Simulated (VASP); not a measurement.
A run of VASP 6.6.1 is set up as follows.

File INCAR:

```
SYSTEM = Zr3Nb6Ni11
ALGO     = Normal         ! electronic algorithm
EDIFF    = 1E-7           ! SCF threshold, eV
ENCUT    = 520            ! plane-wave cutoff, eV
GGA      = PE             ! functional
ISIF     = 2              ! what is computed and relaxed
ISMEAR   = -1             ! smearing method
ISYM     = 0            
LASPH    = .True.         ! aspherical terms in the spheres
LCHARG   = .False.        ! write CHGCAR
LREAL    = Auto         
LWAVE    = .False.        ! write WAVECAR
NBANDS   = 128            ! bands
NELM     = 80             ! most SCF steps
PREC     = Accurate       ! precision mode
SIGMA    = 0.1043         ! smearing width, eV
```

Contents of KPOINTS:

```
Automatic mesh
0
Gamma
  1 1 1
  0.25 0.25 0.25
```

The input POSCAR:

```
Zr3Nb6Ni11
1.0
    6.8173460000     -0.1384310000     -0.2966090000
   -0.1384310000      6.6843640000     -0.0322140000
   -0.2966090000     -0.0322140000      6.7019700000
Ni Nb Zr
11 6 3
Direct
    0.7040178700      0.9221056877      0.2684287977
    0.4348805853      0.5121257462      0.6653922823
    0.5273381225      0.2306310215      0.8593702719
    0.8311034186      0.1733575645      0.5050470674
    0.6338003202      0.5903825962      0.0177736493
    0.8348757096      0.9803202254      0.8412349929
    0.7654210934      0.6222305983      0.4164587907
    0.6306175236      0.7870625686      0.6939741996
    0.4891892948      0.0518338324      0.5389967014
    0.1396676426      0.4385971711      0.4028003183
    0.3718510686      0.7186309328      0.3072583659
    0.7795040394      0.4456969218      0.7380001096
    0.8531308340      0.2967385876      0.1118450874
    0.4548939974      0.8877372806      0.9944958307
    0.0078869510      0.6821316498      0.0774956512
    0.2785946669      0.4332178166      1.0383820525
    0.5065170636      0.2958366441      0.3177857557
    0.1286795132      0.7534539673      0.6271602630
    0.1573979554      0.0576725766      0.2633556275
    0.1468312607      0.2032773792      0.6896069142
```

Potentials or basis: VASP PAW PBE potentials, release 64 (Ni, Nb_sv, Zr_sv).

Command:

```sh
$ cat potpaw_PBE.64/Ni/POTCAR potpaw_PBE.64/Nb_sv/POTCAR potpaw_PBE.64/Zr_sv/POTCAR > POTCAR
$ mpirun -np 1 vasp_std > vasp.out
```

(1) What does it give for the largest force?

(2) What does it give for the pressure?

(3) Estimate the band gap on the k mesh.

Answers

(1) 3.166 eV/Å.

(2) 3.8 GPa.

(3) 0.11 eV.

Caveat: the k points lie up to 0.94 Å⁻¹ apart.
